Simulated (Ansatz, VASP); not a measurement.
# One calculation of Rh, two programs

File INCAR:

```
SYSTEM = Rh
ALGO = Fast ; EDIFF = 1E-6
ENCUT = 520 ; GGA = PS
ISIF = 2 ; ISMEAR = 0
LASPH = .TRUE. ; LCHARG = .FALSE.
LREAL = .FALSE. ; LWAVE = .FALSE.
NBANDS = 14 ; NELM = 100
PREC = Accurate ; SIGMA = 0.15
```

Contents of KPOINTS:

```
k-points
0
G
  24 24 24
  0 0 0
```

The input POSCAR:

```
Rh
1.0
    0.0000000000      1.9551427579      1.7987313373
    1.9551427579      0.0000000000      1.7987313373
    1.9551427579      1.9551427579      0.0000000000
Rh
1
Direct
    0.0000000000      0.0000000000      0.0000000000
```

Input for Ansatz:

```yaml
crystal:
  lattice:
    - [0.0, 1.9551427579, 1.7987313373]
    - [1.9551427579, 0.0, 1.7987313373]
    - [1.9551427579, 1.9551427579, 0.0]
  atoms:
    - { symbol: Rh, position: [0.0, 0.0, 0.0] }
basis:
  ecutwfc: 420
kpoints:
  mp_grid: { grid: [24, 24, 24] }
hamiltonian:
  xc: pbesol
scf:
  occupations: { method: gaussian, width: 0.15 }
output:
  forces: true
  stress: true
  eigenvalues: true
```

Alike in both runs: task single point; functional PBEsol; k mesh 24 × 24 × 24; occupations gaussian, width 0.15 eV; no spin polarisation.

|  | VASP | Ansatz |
| --- | --- | --- |
| version | VASP 6.6.1 | Ansatz 0.2.0 |
| potentials or method | VASP PAW PBE potentials, release 64 (Rh_pv), cutoff 520 eV | scalar-relativistic, plane waves, PAW |
| valence electrons in the cell | 15 | 17 |

|  | VASP | Ansatz | Ansatz less VASP |
| --- | --- | --- | --- |
| gap on the k mesh at the Fermi level (eV) | none | none | - |
| pressure (GPa) | -4.3 | -4.1 | +0.16 |
| traceless stress, the component that is largest in VASP (GPa) | 12.31 | 12.34 | +0.033 |

VASP's potentials were made for PBE, not for PBEsol. A gap of «none» marks a metal or a gap that the smearing closes. VASP's potentials hold 15 valence electrons a cell and Ansatz's 17, so a difference there can come from the potentials and not from the codes.
